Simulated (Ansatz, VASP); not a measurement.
## HPbNO4: VASP beside Ansatz

File INCAR:

```
PREC = Accurate
ENCUT = 520
EDIFF = 1E-7
ISMEAR = -1
SIGMA = 0.05
LREAL = F
LASPH = T
NELM = 80
ALGO = Normal
ISIF = 2
LWAVE = F
LCHARG = F
GGA = PS
NBANDS = 31
```

Contents of KPOINTS:

```
Automatic mesh
0
Gamma
  7 5 5
```

The input POSCAR:

```
HPbNO4
1.0
    3.8540400000      0.1438400000      0.0901200000
   -0.2532000000      5.5269800000      0.1647100000
   -0.4819700000     -1.9272000000      5.7202500000
H Pb N O
1 1 1 4
Direct
    0.1091300000      0.6571800000      0.5446300000
    0.6102900000      0.5212700000      0.1510000000
    0.9158000000      0.9626300000      0.9586700000
    0.0138400000      0.1363900000      0.8808400000
    0.7239800000      0.0105700000      0.1285800000
    0.0038900000      0.7373200000      0.8704300000
    0.1192700000      0.5932400000      0.3765100000
```

The input input.yaml:

```yaml
crystal:
  lattice:
    - [3.85404, 0.14384, 0.09012]
    - [-0.2532, 5.52698, 0.16471]
    - [-0.48197, -1.9272, 5.72025]
  atoms:
    - { symbol: H, position: [0.10913, 0.65718, 0.54463] }
    - { symbol: Pb, position: [0.61029, 0.52127, 0.151] }
    - { symbol: "N", position: [0.9158, 0.96263, 0.95867] }
    - { symbol: O, position: [0.01384, 0.13639, 0.88084] }
    - { symbol: O, position: [0.72398, 0.01057, 0.12858] }
    - { symbol: O, position: [0.00389, 0.73732, 0.87043] }
    - { symbol: O, position: [0.11927, 0.59324, 0.37651] }
hamiltonian:
  xc: pbesol
  pseudopotentials: { kind: paw }
kpoints:
  mp_grid: { grid: [7, 5, 5] }
  band_path:
    path:
      - [[0.5, 0.0, 0.0], [0.0, 0.0, 0.0], [0.0, -0.5, 0.0]]
      - [[0.5, -0.5, 0.0], [0.0, 0.0, 0.0], [0.0, 0.5, -0.5]]
      - [[0.5, 0.5, -0.5], [0.0, 0.0, 0.0], [0.0, 0.0, -0.5]]
      - [[0.5, 0.0, -0.5], [0.0, 0.0, 0.0]]
    npoints: 10
scf:
  occupations: { method: fermi_dirac, width: 0.05 }
  n_extra_bands: 17
output:
  forces: true
  stress: true
  eigenvalues: true
  fatbands: false
```

Alike in both runs: functional PBEsol; k mesh 7 × 5 × 5; occupations fermi-dirac, width 0.05 eV; no spin polarisation.

```csv
,VASP,Ansatz
version,VASP 6.6.1,Ansatz 0.2.0
potentials or method,"VASP PAW PBE potentials, release 64 (H, Pb_d, N, O)",Ansatz PAW
plane-wave cutoff (eV),520,420
valence electrons in the cell,44,44
task,single point,band structure
```

```csv
,VASP,Ansatz,Ansatz less VASP
gap on the k mesh at the Fermi level (eV),3.15,3.17,+0.023
least direct gap on the mesh (eV),3.23,3.26,+0.025
pressure (GPa),-1.6,-2.2,-0.62
"traceless stress, the component that is largest in VASP (GPa)",-0.53,-0.19,+0.343
rms of the force components (eV/Å),0.133,0.192,+0.0595
```

VASP's potentials were made for PBE, not for PBEsol. Atom by atom the forces differ by 0.176 eV/Å (rms over components). One of these differences is far larger than is usual between the two programs; its cause wasn't traced.

Spin-orbit coupling is off throughout. Noted on VASP's run: the standard files for N, O and F lose accuracy on very short bonds.
